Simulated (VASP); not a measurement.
# Cd (Fm-3m) in VASP: notebook

The runs below take Cd through single point, with r2SCAN.

Everything below comes from runs of VASP 6.6.1. Logs are shortened: lines on timing, memory, paths and dates and some standing lists are left out, and cuts for length are marked.

### Step 1. The cell of the first run

It takes space group Fm-3m (No. 225, cubic). The conventional cell has a = 4.381 Å, b = 4.381 Å, c = 4.381 Å, α = 90.00°, β = 90.00°, γ = 90.00°. Cd (site symmetry m-3m) has 12 Cd at 3.10 Å within 4.1 Å.

This isn't the form of Cd at room conditions, which is hcp.

### Step 2. Single point, r2SCAN

The input, POSCAR:

```
Cd
1.0
    0.0000000000      2.1905568582      2.1905568582
    2.1905568582      0.0000000000      2.1905568582
    2.1905568582      2.1905568582      0.0000000000
Cd
1
Direct
    0.0000000000      0.0000000000      0.0000000000
```

The input, INCAR.step1:

```
SYSTEM = Cd
ALGO = Normal ; EDIFF = 1E-4
ENCUT = 520 ; GGA = PE
ISMEAR = -1 ; LASPH = .TRUE.
LCHARG = .FALSE. ; LREAL = .FALSE.
LWAVE = .TRUE. ; NBANDS = 12
NELM = 80 ; PREC = Accurate
SIGMA = 0.1
```

The input, INCAR.step2:

```
SYSTEM = Cd
ALGO = Normal ; EDIFF = 1E-6
ENCUT = 520 ; ISIF = 2
ISMEAR = -1 ; ISTART = 1
LASPH = .TRUE. ; LCHARG = .FALSE.
LMIXTAU = .TRUE. ; LREAL = .FALSE.
LWAVE = .FALSE. ; METAGGA = R2SCAN
NBANDS = 12 ; NELM = 80
PREC = Accurate ; SIGMA = 0.1
```

The input, KPOINTS:

```
k-points
0
G
  13 13 13
  0 0 0
```

Potentials or basis: VASP PAW PBE potentials, release 64 (Cd).

The run is started by

```
$ cat potpaw_PBE.64/Cd/POTCAR > POTCAR
$ cp INCAR.step1 INCAR
$ mpirun -np 1 vasp_std > vasp.out
$ cp INCAR.step2 INCAR
$ mpirun -np 1 vasp_std > vasp.out
```

OUTCAR:

```text
SYSTEM = Cd
   EDIFF = 1E-6
   ENCUT = 520
   ISIF = 2
   ISMEAR = -1
   ISTART = 1
   LASPH = .TRUE.
   LREAL = .FALSE.
   METAGGA = R2SCAN
   NELM = 80
   PREC = Accurate

 ion  position               nearest neighbor table
   1  0.000  0.000  0.000-

  LATTYP: Found a face centered cubic cell.
 ALAT       =     4.3811137164

  Lattice vectors:

 A1 = (   0.0000000000,   2.1905568582,   2.1905568582)
 A2 = (   2.1905568582,   0.0000000000,   2.1905568582)
 A3 = (   2.1905568582,   2.1905568582,   0.0000000000)

Analysis of symmetry for initial positions (statically):
=====================================================================
 Subroutine PRICEL returns:
 Original cell was already a primitive cell.

 Routine SETGRP: Setting up the symmetry group for a
 face centered cubic supercell.

 Subroutine GETGRP returns: Found 48 space group operations
 (whereof 48 operations were pure point group operations)
 out of a pool of 48 trial point group operations.

The static configuration has the point symmetry O_h .

Analysis of symmetry for dynamics (positions and initial velocities):
=====================================================================
 Subroutine PRICEL returns:
 Original cell was already a primitive cell.

 Routine SETGRP: Setting up the symmetry group for a
 face centered cubic supercell.

 Subroutine GETGRP returns: Found 48 space group operations
 (whereof 48 operations were pure point group operations)
 out of a pool of 48 trial point group operations.

The dynamic configuration has the point symmetry O_h .

 Subroutine INISYM returns: Found 48 space group operations
 (whereof 48 operations are pure point group operations),
 and found     1 'primitive' translations

----------------------------------------------------------------------------------------

                                     Primitive cell

  volume of cell :      21.0229

  direct lattice vectors                    reciprocal lattice vectors
     0.000000000  2.190556858  2.190556858    -0.228252464  0.228252464  0.228252464
     2.190556858  0.000000000  2.190556858     0.228252464 -0.228252464  0.228252464
     2.190556858  2.190556858  0.000000000     0.228252464  0.228252464 -0.228252464

  length of vectors
     3.097915218  3.097915218  3.097915218     0.395344864  0.395344864  0.395344864

  position of ions in fractional coordinates (direct lattice)
     0.000000000  0.000000000  0.000000000

  ion indices of the primitive-cell ions
   primitive index   ion index
                 1           1

----------------------------------------------------------------------------------------

 KPOINTS: k-points

Automatic generation of k-mesh.
 Grid dimensions read from file:
 generate k-points for:   13   13   13

 Generating k-lattice:

  Cartesian coordinates                     Fractional coordinates (reciprocal lattice)
    -0.017557882  0.017557882  0.017557882     0.076923077  0.000000000  0.000000000
     0.017557882 -0.017557882  0.017557882     0.000000000  0.076923077  0.000000000
     0.017557882  0.017557882 -0.017557882     0.000000000  0.000000000  0.076923077

  Length of vectors
     0.030411143  0.030411143  0.030411143

  Shift w.r.t. Gamma in fractional coordinates (k-lattice)
     0.000000000  0.000000000  0.000000000

 Subroutine IBZKPT returns following result:
 ===========================================

 Found     84 irreducible k-points:

 Following reciprocal coordinates:
            Coordinates               Weight
  0.000000  0.000000  0.000000      1.000000
  0.076923  0.000000  0.000000      8.000000
  0.153846  0.000000  0.000000      8.000000
  0.230769  0.000000  0.000000      8.000000
  0.307692  0.000000  0.000000      8.000000
  0.384615  0.000000  0.000000      8.000000
[... 16 lines left out ...]
  0.384615  0.153846  0.000000     24.000000
  0.461538  0.153846  0.000000     24.000000
 [... further k-points ...]
   k-points           NKPTS =     84   k-points in BZ     NKDIM =     84   number of bands    NBANDS=     12
   number of dos      NEDOS =    301   number of ions     NIONS =      1
   total plane-waves  NPLWV =  13824
   dimension x,y,z NGX =    24 NGY =   24 NGZ =   24
   dimension x,y,z NGXF=    48 NGYF=   48 NGZF=   48
   ions per type =               1
   NGX,Y,Z   is equivalent  to a cutoff of  12.88, 12.88, 12.88 a.u.
   NGXF,Y,Z  is equivalent  to a cutoff of  25.76, 25.76, 25.76 a.u.
 SYSTEM =  Cd
   PREC   = accura    normal or accurate (medium, high low for compatibility)
   ISTART =      1    job   : 0-new  1-cont  2-samecut
   ICHARG =      0    charge: 1-file 2-atom 10-const
   ISPIN  =      1    spin polarized calculation?
   LNONCOLLINEAR =      F non collinear calculations
   LSORBIT =      F    spin-orbit coupling
   LASPH  =      T    aspherical Exc in radial PAW
   ENCUT  =  520.0 eV  38.22 Ry    6.18 a.u.   5.76  5.76  5.76*2*pi/ulx,y,z
   NELM   =     80;   NELMIN=  2; NELMDL=  0     # of ELM steps
   EDIFF  = 0.1E-05   stopping-criterion for ELM
   LREAL  =      F    real-space projection
   EDIFFG = 0.1E-04   stopping-criterion for IOM
   NSW    =      0    number of steps for IOM
   IBRION =     -1    ionic relax: 0-MD 1-quasi-New 2-CG
   NFREE  =      0    steps in history (QN), initial steepest desc. (CG)
   ISIF   =      2    stress and relaxation
   ISYM   =      2    0-nonsym 1-usesym 2-fastsym
   POTIM  = 0.5000    time-step for ionic-motion
   TEBEG  =    0.0;   TEEND  =   0.0 temperature during run
   PSTRESS=    0.0 pullay stress
   NELECT =      12.0000    total number of electrons
   NUPDOWN=      -1.0000    fix difference up-down
   EMIN   =  10.00;   EMAX   =-10.00  energy-range for DOS
   EFERMI =   0.00;   METHOD = LEGACY
   ISMEAR =    -1;   SIGMA  =   0.10  broadening in eV -4-tet -1-fermi 0-gaus
   EFERMI_NEDOS =   21; number of points for ismear=-14 and -15
   IALGO  =     38    algorithm
   IMIX   =      4    mixing-type and parameters
     AMIX     =   0.40;   BMIX     =  1.00
     AMIX_MAG =   1.60;   BMIX_MAG =  1.00
  volume/ion in A,a.u.               =      21.02       141.87
  Fermi-wavevector in a.u.,A,eV,Ry     =   1.358013  2.566273 25.091869  1.844200
  Thomas-Fermi vector in A             =   2.484883
   LORBIT       =      0    0 simple, 1 ext, 2 COOP (PROOUT), +10 PAW based schemes
   METAGGA = R2SCAN    functional components
   LHFCALC =     F    Hartree Fock is set to
   AEXX    =    0.0000 exact exchange contribution
   IVDW    =     0    specifies the selected vdW correction
   LEPSILON=     F    determine dielectric tensor
   LRPA    =     F    only Hartree local field effects (RPA)
 non-spin polarized calculation
  energy-cutoff  :      520.00
  volume of cell :       21.02
 maximum number of plane-waves:       578
   NGX = 11   NGY = 11   NGZ = 11

 number of electron      12.0000006 magnetization

 Free energy of the ion-electron system (eV)
  ---------------------------------------------------
  ext. energy  EPLUGINS =         0.00000000
  ---------------------------------------------------
  free energy    TOTEN  =       -20.07617543 eV

  energy without entropy =      -20.06590705  energy(sigma->0) =      -20.07104124

 E-fermi :   3.0922     XC(G=0): -11.9964

 val. band max:        2.9740693319   @ k =  -0.3846   0.3846   0.0769
 cond. band min:       3.1053625062   @ k =  -0.3846   0.3077   0.0000
 fundamental gap:      0.1312931743
 Fermi energy:         3.0921556383

 k-point     1 :       0.0000    0.0000    0.0000
  band No.  band energies     occupation
      1      -6.6134      2.00000
      2      -6.6134      2.00000
      3      -6.6134      2.00000
      4      -6.3620      2.00000
      5      -6.1118      2.00000
      6      -6.1118      2.00000
      7      17.6393      0.00000
      8      19.1855      0.00000
      9      19.1855      0.00000
     10      19.1855      0.00000
     11      22.5276      0.00000
     12      22.5276      0.00000

 k-point     2 :       0.0769    0.0000    0.0000
  band No.  band energies     occupation
      1      -6.6380      2.00000
      2      -6.5863      2.00000
      3      -6.5863      2.00000
      4      -6.1900      2.00000
      5      -6.1183      2.00000
      6      -6.1183      2.00000
      7      16.6697      0.00000
      8      18.1205      0.00000
      9      18.9173      0.00000
     10      18.9174      0.00000
     11      22.9799      0.00000
     12      22.9799      0.00000

 k-point     3 :       0.1538    0.0000    0.0000
  band No.  band energies     occupation
      1      -6.7300      2.00000
      2      -6.5279      2.00000
      3      -6.5279      2.00000
      4      -6.1177      2.00000
      5      -6.1177      2.00000
      6      -5.6484      2.00000
      7      13.6735      0.00000
      8      17.9891      0.00000
      9      18.3684      0.00000
     10      18.3684      0.00000
     11      22.8206      0.00000
     12      23.7110      0.00000
[... 286 lines left out ...]
 k-point    23 :       0.3846    0.1538    0.0000
  band No.  band energies     occupation
      1      -6.9836      2.00000
      2      -6.5889      2.00000
      3      -6.3612      2.00000
      4      -6.2231      2.00000
      5      -5.7528      2.00000
      6      -2.3282      2.00000
      7       7.1635      0.00000
      8      14.0629      0.00000
      9      14.4723      0.00000
     10      16.0015      0.00000
     11      22.5351      0.00000
     12      24.1881      0.00000

 k-point    24 :       0.4615    0.1538    0.0000
  band No.  band energies     occupation
      1      -7.0290      2.00000
      2      -6.6464      2.00000
      3      -6.4068      2.00000
      4      -6.0994      2.00000
      5      -5.6885      2.00000
      6      -0.6386      2.00000
      7       4.5364      0.00000
      8      13.2706      0.00000
      9      14.1710      0.00000
     10      16.0051      0.00000
     11      23.6618      0.00000
     12      23.7101      0.00000

 [... further k-points ...]
[... 5 lines left out ...]
  --------------------------------------------------------------------------------------
  -------------------------------------------------------------------------------------
  Total        0.2938975      0.2938975      0.2938975      0.0000000     -0.0000000      0.0000000
  in kB       22.3981852     22.3981852     22.3981852      0.0000000     -0.0000000      0.0000000
  external PRESSURE =      22.3981852 kB  Pullay stress =       0.0000000 kB

 VOLUME and BASIS-vectors are now :
 -----------------------------------------------------------------------------
  energy-cutoff  :      520.00
  volume of cell :       21.02
      direct lattice vectors                 reciprocal lattice vectors
     0.000000000  2.190556858  2.190556858    -0.228252464  0.228252464  0.228252464
     2.190556858  0.000000000  2.190556858     0.228252464 -0.228252464  0.228252464
     2.190556858  2.190556858  0.000000000     0.228252464  0.228252464 -0.228252464

 POSITION                                       TOTAL-FORCE (eV/Angst)
 -----------------------------------------------------------------------------------
      0.00000      0.00000      0.00000         0.000000      0.000000      0.000000
 -----------------------------------------------------------------------------------
    total drift:                               -0.000000      0.000000     -0.000000

  FREE ENERGIE OF THE ION-ELECTRON SYSTEM (eV)
  ---------------------------------------------------
  free  energy   TOTEN  =       -20.0761754256 eV

  energy  without entropy=      -20.0659070462  energy(sigma->0) =      -20.07104124
```

It took 43 s on 1 thread of Intel Xeon Platinum 8488C (Sapphire Rapids), shared host; peak memory 0.15 GiB.

Results:

```yaml
Free_energy: -20.0762 eV
Pressure: 2.2 GPa
Band_gap_on_the_k_mesh: zero (bands 6 and 7 overlap by 2.13 eV)
```

Caveat: the PAW data sets were made with another functional, which shifts forces and pressure a little.

[end of part 1 of 2]

The gap in the log of VASP goes by the Fermi energy; the results here count the filled bands.